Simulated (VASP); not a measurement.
# Ta2N (P-3m1) in VASP: single point with PBE

Aim: the single point of Ta2N with PBE.

Program: VASP 6.6.1. These are calculated values, not measurements. Logs are shortened: lines on timing, memory, paths and dates and some standing lists are left out, and cuts for length are marked.

### 1 The cell of the first run

Symmetry: P-3m1, No. 164, trigonal system. The conventional cell has a = 3.113 Å, b = 3.113 Å, c = 4.870 Å, α = 90.00°, β = 90.00°, γ = 120.00°. Ta (site symmetry 3m) has 3 N at 2.18 Å and 12 Ta at 2.99 to 3.11 Å within 3.2 Å. Within 2.9 Å of N (site symmetry -3m) lie 6 Ta at 2.18 Å.

### 2 Single point, PBE

Input file INCAR:

```
PREC = Accurate ; ENCUT = 520
EDIFF = 1E-7 ; ISMEAR = 0
SIGMA = 0.05 ; LREAL = Auto
LASPH = True ; NELM = 100
ALGO = Fast ; ISIF = 2
LWAVE = False ; LCHARG = True
GGA = PE ; LELF = True
LVHAR = True ; NBANDS = 276
```

Input file KPOINTS:

```
Automatic mesh
0
Gamma
  3 3 1
```

Input file POSCAR:

```
Ta2N
1.0
    9.3385850000      0.0000000000      0.0000000000
   -4.6692920000      8.0874510000      0.0000000000
    0.0000000000      0.0000000000      9.7396820000
Ta N
36 18
Direct
    0.2222220000      0.1111110000      0.3726440000
    0.2222220000      0.1111110000      0.8726440000
    0.2222220000      0.4444440000      0.3726440000
    0.2222220000      0.4444440000      0.8726440000
    0.2222220000      0.7777780000      0.3726440000
    0.2222220000      0.7777780000      0.8726440000
    0.5555560000      0.1111110000      0.3726440000
    0.5555560000      0.1111110000      0.8726440000
    0.5555560000      0.4444440000      0.3726440000
    0.5555560000      0.4444440000      0.8726440000
    0.5555560000      0.7777780000      0.3726440000
    0.5555560000      0.7777780000      0.8726440000
    0.8888890000      0.1111110000      0.3726440000
    0.8888890000      0.1111110000      0.8726440000
    0.8888890000      0.4444440000      0.3726440000
    0.8888890000      0.4444440000      0.8726440000
    0.8888890000      0.7777780000      0.3726440000
    0.8888890000      0.7777780000      0.8726440000
    0.1111110000      0.2222220000      0.1273560000
    0.1111110000      0.2222220000      0.6273560000
    0.1111110000      0.5555560000      0.1273560000
    0.1111110000      0.5555560000      0.6273560000
    0.1111110000      0.8888890000      0.1273560000
    0.1111110000      0.8888890000      0.6273560000
    0.4444440000      0.2222220000      0.1273560000
    0.4444440000      0.2222220000      0.6273560000
    0.4444440000      0.5555560000      0.1273560000
    0.4444440000      0.5555560000      0.6273560000
    0.4444440000      0.8888890000      0.1273560000
    0.4444440000      0.8888890000      0.6273560000
    0.7777780000      0.2222220000      0.1273560000
    0.7777780000      0.2222220000      0.6273560000
    0.7777780000      0.5555560000      0.1273560000
    0.7777780000      0.5555560000      0.6273560000
    0.7777780000      0.8888890000      0.1273560000
    0.7777780000      0.8888890000      0.6273560000
    0.0000000000      0.0000000000      0.0000000000
    0.0000000000      0.0000000000      0.5000000000
    0.0000000000      0.3333330000      0.0000000000
    0.0000000000      0.3333330000      0.5000000000
    0.0000000000      0.6666670000      0.0000000000
    0.0000000000      0.6666670000      0.5000000000
    0.3333330000      0.0000000000      0.0000000000
    0.3333330000      0.0000000000      0.5000000000
    0.3333330000      0.3333330000      0.0000000000
    0.3333330000      0.3333330000      0.5000000000
    0.3333330000      0.6666670000      0.0000000000
    0.3333330000      0.6666670000      0.5000000000
    0.6666670000      0.0000000000      0.0000000000
    0.6666670000      0.0000000000      0.5000000000
    0.6666670000      0.3333330000      0.0000000000
    0.6666670000      0.3333330000      0.5000000000
    0.6666670000      0.6666670000      0.0000000000
    0.6666670000      0.6666670000      0.5000000000
```

Potentials or basis: VASP PAW PBE potentials, release 64 (Ta_pv, N).

The run is started by

```
$ cat potpaw_PBE.64/Ta_pv/POTCAR potpaw_PBE.64/N/POTCAR > POTCAR
$ mpirun -np 1 vasp_std > vasp.out
```

OUTCAR:

```text
PREC = Accurate
   ENCUT = 520
   EDIFF = 1E-7
   ISMEAR = 0
   LREAL = Auto
   LASPH = True
   NELM = 100
   ISIF = 2
   GGA = PE

 ion  position               nearest neighbor table
   1  0.222  0.111  0.373-  46 2.18  44 2.18  38 2.18  23 2.99  19 2.99  25 2.99  24 3.06  20 3.06
                            26 3.06   3 3.11   5 3.11  17 3.11  13 3.11   9 3.11   7 3.11
   2  0.222  0.111  0.873-  45 2.18  43 2.18  37 2.18  24 2.99  20 2.99  26 2.99  23 3.06  19 3.06
                            25 3.06   4 3.11   6 3.11  18 3.11  14 3.11  10 3.11   8 3.11
   3  0.222  0.444  0.373-  46 2.18  40 2.18  48 2.18  19 2.99  27 2.99  21 2.99  20 3.06  28 3.06
                            22 3.06   1 3.11  13 3.11  15 3.11   5 3.11  11 3.11   9 3.11
   4  0.222  0.444  0.873-  45 2.18  39 2.18  47 2.18  20 2.99  28 2.99  22 2.99  19 3.06  27 3.06
                            21 3.06   2 3.11  14 3.11  16 3.11   6 3.11  12 3.11  10 3.11
   5  0.222  0.778  0.373-  44 2.18  48 2.18  42 2.18  21 2.99  23 2.99  29 2.99  22 3.06  24 3.06
                            30 3.06   1 3.11  17 3.11  15 3.11   7 3.11   3 3.11  11 3.11
   6  0.222  0.778  0.873-  43 2.18  47 2.18  41 2.18  22 2.99  24 2.99  30 2.99  21 3.06  23 3.06
                            29 3.06   2 3.11  18 3.11  16 3.11   8 3.11   4 3.11  12 3.11
   7  0.556  0.111  0.373-  52 2.18  50 2.18  44 2.18  29 2.99  31 2.99  25 2.99  30 3.06  32 3.06
                            26 3.06   9 3.11  11 3.11  15 3.11  13 3.11   5 3.11   1 3.11
   8  0.556  0.111  0.873-  51 2.18  49 2.18  43 2.18  30 2.99  32 2.99  26 2.99  29 3.06  31 3.06
                            25 3.06  10 3.11  12 3.11  16 3.11  14 3.11   6 3.11   2 3.11
   9  0.556  0.444  0.373-  52 2.18  54 2.18  46 2.18  25 2.99  33 2.99  27 2.99  26 3.06  34 3.06
[... 80 lines left out ...]
 A1 = (   9.3385850000,   0.0000000000,   0.0000000000)
 A2 = (  -4.6692920000,   8.0874510000,   0.0000000000)
 A3 = (   0.0000000000,   0.0000000000,   9.7396820000)

Analysis of symmetry for initial positions (statically):
=====================================================================
 Subroutine PRICEL returns following result:

  LATTYP: Found a hexagonal cell.
 ALAT       =     3.1128585538
 C/A-ratio  =     1.5644273313

  Lattice vectors:

 A1 = (   3.1128585538,   0.0000000000,   0.0000000000)
 A2 = (  -1.5564291102,   2.6958143042,   0.0000000000)
 A3 = (   0.0000000000,   0.0000000000,   4.8698410000)

  18 primitive cells build up your supercell.

 Routine SETGRP: Setting up the symmetry group for a
 hexagonal supercell.

 Subroutine GETGRP returns: Found 12 space group operations
 (whereof 12 operations were pure point group operations)
 out of a pool of 24 trial point group operations.

The static configuration has the point symmetry D_3d.

Analysis of symmetry for dynamics (positions and initial velocities):
=====================================================================
 Subroutine PRICEL returns following result:

[... 115 lines left out ...]
   EFERMI_NEDOS =   21; number of points for ismear=-14 and -15
   IALGO  =     68    algorithm
   IMIX   =      4    mixing-type and parameters
     AMIX     =   0.40;   BMIX     =  1.00
     AMIX_MAG =   1.60;   BMIX_MAG =  1.00
  volume/ion in A,a.u.               =      13.62        91.93
  Fermi-wavevector in a.u.,A,eV,Ry     =   1.425852  2.694469 27.661374  2.033054
  Thomas-Fermi vector in A             =   2.546192
   LORBIT       =      0    0 simple, 1 ext, 2 COOP (PROOUT), +10 PAW based schemes
   GGA     = PE    functional components
   LHFCALC =     F    Hartree Fock is set to
   AEXX    =    0.0000 exact exchange contribution
   IVDW    =     0    specifies the selected vdW correction
   LEPSILON=     F    determine dielectric tensor
   LRPA    =     F    only Hartree local field effects (RPA)
 non-spin polarized calculation
 RMM-DIIS sequential band-by-band and
 Gauss-broadening in eV      SIGMA  =   0.05
  energy-cutoff  :      520.00
  volume of cell :      735.59
 maximum number of plane-waves:     19804
 NGX is ok and might be reduce to    70
   NGX = 35   NGY = 35   NGZ = 37

 number of electron     485.9999991 magnetization

 Free energy of the ion-electron system (eV)
  ---------------------------------------------------
  ext. energy  EPLUGINS =         0.00000000
  ---------------------------------------------------
  free energy    TOTEN  =      -619.49835966 eV

  energy without entropy =     -619.45290835  energy(sigma->0) =     -619.47563400

 E-fermi :   7.4032     XC(G=0): -12.8480

 val. band max:        7.3956258761   @ k =   0.3333   0.0000   0.0000
 cond. band min:       7.4032282338   @ k =   0.3333   0.0000   0.0000
 fundamental gap:      0.0076023577
 Fermi energy:         7.4032203548

 k-point     1 :       0.0000    0.0000    0.0000
  band No.  band energies     occupation
      1     -28.2510      2.00000
      2     -28.0935      2.00000
      3     -28.0935      2.00000
      4     -28.0934      2.00000
      5     -28.0933      2.00000
      6     -28.0933      2.00000
[... 763 lines left out ...]
    254       8.2634      0.00000
    255       8.2634      0.00000
 [bands above 255 left out]

------------------------ aborting loop because EDIFF is reached ----------------------------------------

  FORCE on cell =-STRESS in cart. coord.  units (eV):
  Direction    XX          YY          ZZ          XY          YZ          ZX
  --------------------------------------------------------------------------------------
  -------------------------------------------------------------------------------------
  Total       -7.9972784     -7.9972767      1.6321678     -0.0000005      0.0000000     -0.0000000
  in kB      -17.4186815    -17.4186779      3.5549858     -0.0000011      0.0000000     -0.0000000
  external PRESSURE =     -10.4274579 kB  Pullay stress =       0.0000000 kB

 VOLUME and BASIS-vectors are now :
 -----------------------------------------------------------------------------
  energy-cutoff  :      520.00
  volume of cell :      735.59
      direct lattice vectors                 reciprocal lattice vectors
     9.338585000  0.000000000  0.000000000     0.107082604  0.061824170  0.000000000
    -4.669292000  8.087451000  0.000000000     0.000000000  0.123648353  0.000000000
     0.000000000  0.000000000  9.739682000     0.000000000  0.000000000  0.102672757

 POSITION                                       TOTAL-FORCE (eV/Angst)
 -----------------------------------------------------------------------------------
      1.55643      0.89860      3.62943        -0.000000      0.000000     -0.151208
      1.55643      0.89860      8.49928        -0.000000      0.000000     -0.151208
      0.00000      3.59442      3.62943         0.000000      0.000000     -0.151208
      0.00000      3.59442      8.49928         0.000000      0.000000     -0.151208
     -1.55643      6.29024      3.62943         0.000000      0.000000     -0.151208
     -1.55643      6.29024      8.49928        -0.000000      0.000000     -0.151208
[... 46 lines left out ...]
      3.11286      5.39164      0.00000        -0.000000     -0.000000      0.000000
      3.11286      5.39164      4.86984        -0.000000     -0.000000      0.000000
 -----------------------------------------------------------------------------------
    total drift:                               -0.000000      0.000000      0.000000

  FREE ENERGIE OF THE ION-ELECTRON SYSTEM (eV)
  ---------------------------------------------------
  free  energy   TOTEN  =      -619.4983596572 eV

  energy  without entropy=     -619.4529083521  energy(sigma->0) =     -619.47563400
```

Run time: 62 min. Hardware: 1 thread of Oxide Virtual Turin-like, shared host; peak memory 0.96 GiB.

Results:

| Property | Result |
| --- | --- |
| Free energy | -619.4984 eV |
| Pressure | -1.0 GPa |
| Largest force | 0.151 eV/Å |
| Band gap on the k mesh | zero (bands 243 and 244 overlap by 0.51 eV) |

Forces on the atoms (eV/Å):
```
Ta   0.000  0.000 -0.151
Ta   0.000  0.000 -0.151
Ta   0.000  0.000 -0.151
Ta   0.000  0.000 -0.151
Ta   0.000  0.000 -0.151
Ta   0.000  0.000 -0.151
Ta   0.000  0.000 -0.151
Ta   0.000  0.000 -0.151
Ta   0.000  0.000 -0.151
Ta   0.000  0.000 -0.151
Ta   0.000  0.000 -0.151
Ta   0.000  0.000 -0.151
Ta   0.000  0.000 -0.151
Ta   0.000  0.000 -0.151
Ta   0.000  0.000 -0.151
Ta   0.000  0.000 -0.151
Ta   0.000  0.000 -0.151
Ta   0.000  0.000 -0.151
Ta   0.000  0.000  0.151
Ta   0.000  0.000  0.151
Ta   0.000  0.000  0.151
Ta   0.000  0.000  0.151
Ta   0.000  0.000  0.151
Ta   0.000  0.000  0.151
Ta   0.000  0.000  0.151
Ta   0.000  0.000  0.151
Ta   0.000  0.000  0.151
Ta   0.000  0.000  0.151
Ta   0.000  0.000  0.151
Ta   0.000  0.000  0.151
Ta   0.000  0.000  0.151
Ta   0.000  0.000  0.151
Ta   0.000  0.000  0.151
Ta   0.000  0.000  0.151
Ta   0.000  0.000  0.151
Ta   0.000  0.000  0.151
N    0.000  0.000  0.000
N    0.000  0.000  0.000
N    0.000  0.000  0.000
N    0.000  0.000  0.000
N    0.000  0.000  0.000
N    0.000  0.000  0.000
N    0.000  0.000  0.000
N    0.000  0.000  0.000
N    0.000  0.000  0.000
N    0.000  0.000  0.000
N    0.000  0.000  0.000
N    0.000  0.000  0.000
N    0.000  0.000  0.000
N    0.000  0.000  0.000
N    0.000  0.000  0.000
N    0.000  0.000  0.000
N    0.000  0.000  0.000
N    0.000  0.000  0.000
```

Stress tensor (GPa, compression positive):
```
-1.74  0.00  0.00
 0.00 -1.74  0.00
 0.00  0.00  0.36
```

Caveat: the k points lie up to 0.65 Å⁻¹ apart, too coarse for converged energies and pressures of a metal; spin-orbit coupling is left out, which moves the levels of the heavy elements.
